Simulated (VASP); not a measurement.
Wanted: the native input for a VASP 6.6.1 run.

```yaml
Task: relaxation of cell and atoms
Functional: PBEsol
Potentials_or_basis: VASP PAW PBE potentials, release 64 (Cs_sv)
Cutoff: 500 eV
k_mesh: 4 × 4 × 4
Occupations: fermi-dirac, width 0.05 eV
Spin: no spin polarisation
Target_pressure: 15 GPa
Dipole_correction: no
Further_INCAR_settings: ALGO = Normal; EDIFF = 1e-07; IBRION = 2; EDIFFG = -0.03; NSW = 60; ISIF = 3
```

The structure of Cs lies in POSCAR:

```
Cs
1.0
    0.0000000000      5.2550000000      5.2550000000
    5.2550000000      0.0000000000      5.2550000000
    5.2550000000      5.2550000000      0.0000000000
Cs
2
Direct
    1.0000000000      1.0000000000      1.0000000000
    0.2500000000      0.2500000000      0.2500000000
```

This isn't the form of Cs at room conditions, which is bcc.

The input as run:

INCAR

```
PREC = Accurate
ENCUT = 500
EDIFF = 1E-7
ISMEAR = -1
SIGMA = 0.05
LREAL = False
LASPH = True
NELM = 120
ALGO = Normal
ISIF = 3
LWAVE = False
LCHARG = False
GGA = PS
IBRION = 2
NSW = 60
EDIFFG = -0.03
PSTRESS = 150.0
GGA_COMPAT = False
NELMIN = 4
```

KPOINTS

```
regular mesh
0
Gamma
  4 4 4
```

Potentials or basis: VASP PAW PBE potentials, release 64 (Cs_sv).

Launch:

```console
$ cat potpaw_PBE.64/Cs_sv/POTCAR > POTCAR
$ mpirun -np 1 vasp_std > vasp.out
```

Results of the run:

The relaxed volume is 41.56 Å³/atom, the relaxed cell is a = 4.898 Å, b = 4.898 Å, c = 4.898 Å, α = 60.00°, β = 60.00°, γ = 60.00° and the space group after relaxing (to 0.1 Å) is Fd-3m (No. 227). The energy change on relaxing (the run minimises the enthalpy) is +1309.6 meV/atom, the ionic steps are 10 and the pressure after relaxing is 15.0 GPa. The band gap on the k mesh is zero (bands 9 and 10 overlap by 0.79 eV).

Caveat: the cell is relaxed towards a set pressure, so the run minimises the enthalpy, not the energy; the volume moved by over 15 % at a fixed basis, so the end points are rough; the PAW data sets were made with another functional, which shifts forces and pressure a little; spin-orbit coupling is left out, which moves the levels of the heavy elements.

Run time: 4 min on 1 thread of Intel(R) Xeon(R) 6975P-C (Granite Rapids), on a shared host, peak memory 0.53 GiB.
